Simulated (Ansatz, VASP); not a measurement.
# Ti3Se: VASP beside Ansatz

The input INCAR:

```
SYSTEM = Ti3Se
PREC = Accurate
ENCUT = 520
EDIFF = 1E-6
ISMEAR = 0
SIGMA = 0.1
LREAL = .False.
LASPH = .True.
NELM = 150
ALGO = Normal
ISIF = 2
LWAVE = .False.
LCHARG = .False.
ISPIN = 2
MAGMOM = 1 1 1 1 1 1 0 0
LORBIT = 11
LMAXMIX = 4
GGA = PE
NBANDS = 56
```

Contents of KPOINTS:

```
regular mesh
0
Gamma
  6 6 4
  0 0 0
```

File POSCAR:

```
Ti3Se
1.0
    5.8866769574      0.0000000000      0.0000000000
   -2.9433384787      5.0980117890      0.0000000000
    0.0000000000      0.0000000000      4.7249665273
Ti Se
6 2
Direct
    0.8330000000      0.6660000000      0.2500000000
    0.1670000000      0.8330000000      0.7500000000
    0.3340000000      0.1670000000      0.2500000000
    0.1670000000      0.3340000000      0.7500000000
    0.8330000000      0.1670000000      0.2500000000
    0.6660000000      0.8330000000      0.7500000000
    0.3333333333      0.6666666667      0.2500000000
    0.6666666667      0.3333333333      0.7500000000
```

Input for Ansatz:

```yaml
crystal:
  lattice:
    - [5.8866769574, 0.0, 0.0]
    - [-2.9433384787, 5.098011789, 0.0]
    - [0.0, 0.0, 4.7249665273]
  atoms:
    - { symbol: Ti, position: [0.833, 0.666, 0.25], spin: 1.0 }
    - { symbol: Ti, position: [0.167, 0.833, 0.75], spin: 1.0 }
    - { symbol: Ti, position: [0.334, 0.167, 0.25], spin: 1.0 }
    - { symbol: Ti, position: [0.167, 0.334, 0.75], spin: 1.0 }
    - { symbol: Ti, position: [0.833, 0.167, 0.25], spin: 1.0 }
    - { symbol: Ti, position: [0.666, 0.833, 0.75], spin: 1.0 }
    - { symbol: Se, position: [0.3333333333, 0.6666666667, 0.25] }
    - { symbol: Se, position: [0.6666666667, 0.3333333333, 0.75] }
basis:
  ecutwfc: 420
kpoints:
  mp_grid: { grid: [6, 6, 4] }
hamiltonian:
  xc: pbe
scf:
  occupations: { method: gaussian, width: 0.1 }
  lower_state_search: "off"
output:
  forces: true
  stress: true
  eigenvalues: true
  populations: true
magnetization:
  spin_polarized: true
```

Alike in both runs: task single point; functional PBE; k mesh 6 × 6 × 4; occupations gaussian, width 0.1 eV; collinear spin.

|  | VASP | Ansatz |
| --- | --- | --- |
| version | VASP 6.6.1 | Ansatz 0.2.0 |
| potentials or method | VASP PAW PBE potentials, release 64 (Ti_sv, Se), cutoff 520 eV | scalar-relativistic, plane waves, PAW |
| valence electrons in the cell | 84 | 104 |

```tsv
	VASP	Ansatz	Ansatz less VASP
gap on the k mesh at the Fermi level (eV)	none	none	-
pressure (GPa)	-9.5	-9.4	+0.02
traceless stress, the component that is largest in VASP (GPa)	4.28	4.29	+0.017
rms of the force components (eV/Å)	0.154	0.150	-0.0033
net moment per atom (μB)	0.00	0.00	-0.001
```

Atom by atom the forces differ by 0.003 eV/Å (rms over components). A gap of «none» marks a metal or a gap that the smearing closes. The functional is the same, so the differences come from potentials, cutoffs and numerics. VASP's potentials hold 84 valence electrons a cell and Ansatz's 104, so a difference there can come from the potentials and not from the codes. Ansatz's warnings: seeded moment not kept.
